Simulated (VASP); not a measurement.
Wanted: the native input for a VASP 6.6.1 run.

| Item | Value |
| --- | --- |
| Task | single point |
| Functional | PBEsol |
| Potentials or basis | VASP PAW PBE potentials, release 64 (Hf_pv, N) |
| Cutoff | 520 eV |
| k mesh | 8 × 8 × 14 |
| Occupations | gaussian, width 0.15 eV |
| Spin | no spin polarisation |
| Dipole correction | no |
| Further INCAR settings | ALGO = Normal; EDIFF = 1e-07; NBANDS = 34 |

The structure of Hf2N lies in POSCAR:

```
Hf2N
1.0
    5.4614899056      0.0000000000      0.0000000000
    0.0000000000      5.4614899056      0.0000000000
    0.0000000000      0.0000000000      3.1551027185
Hf N
4 2
Direct
    0.2954631013      0.2954631013      0.0000000000
    0.7045368987      0.7045368987      0.0000000000
    0.7954631013      0.2045368987      0.5000000000
    0.2045368987      0.7954631013      0.5000000000
    0.0000000000      0.0000000000      0.0000000000
    0.5000000000      0.5000000000      0.5000000000
```

One way to write it, as run:

INCAR

```
SYSTEM = Hf2N
PREC     = Accurate       ! precision mode
ENCUT    = 520            ! plane-wave cutoff, eV
EDIFF    = 1E-7           ! SCF threshold, eV
ISMEAR   = 0              ! smearing method
SIGMA    = 0.15           ! smearing width, eV
LREAL    = .FALSE.        ! projectors in reciprocal space
LASPH    = .TRUE.         ! aspherical terms in the spheres
NELM     = 100            ! most SCF steps
ALGO     = Normal         ! electronic algorithm
ISIF     = 2              ! what is computed and relaxed
LWAVE    = .FALSE.        ! write WAVECAR
LCHARG   = .TRUE.         ! write CHGCAR
GGA      = PS             ! functional
LELF     = .TRUE.         ! ELF
LVHAR    = .TRUE.       
NBANDS   = 34             ! bands
```

KPOINTS

```
regular mesh
0
G
  8 8 14
  0 0 0
```

Potentials or basis: VASP PAW PBE potentials, release 64 (Hf_pv, N).

Launch:

```console
$ cat potpaw_PBE.64/Hf_pv/POTCAR potpaw_PBE.64/N/POTCAR > POTCAR
$ mpirun -np 1 vasp_std > vasp.out
```

Results of the run:

```yaml
Pressure: -7.7 GPa
Largest_force: 0.192 eV/Å
Band_gap_on_the_k_mesh: zero (bands 25 and 26 overlap by 2.48 eV)
```

Caveat: the cell stands under tension; the PAW data sets were made with another functional, which shifts forces and pressure a little; spin-orbit coupling is left out, which moves the levels of the heavy elements.

Wall time 4.3 min on 1 thread of Intel(R) Xeon(R) Platinum 8124M CPU @ 3.00GHz (Skylake/Cascade Lake), on a shared host, peak memory 0.41 GiB.
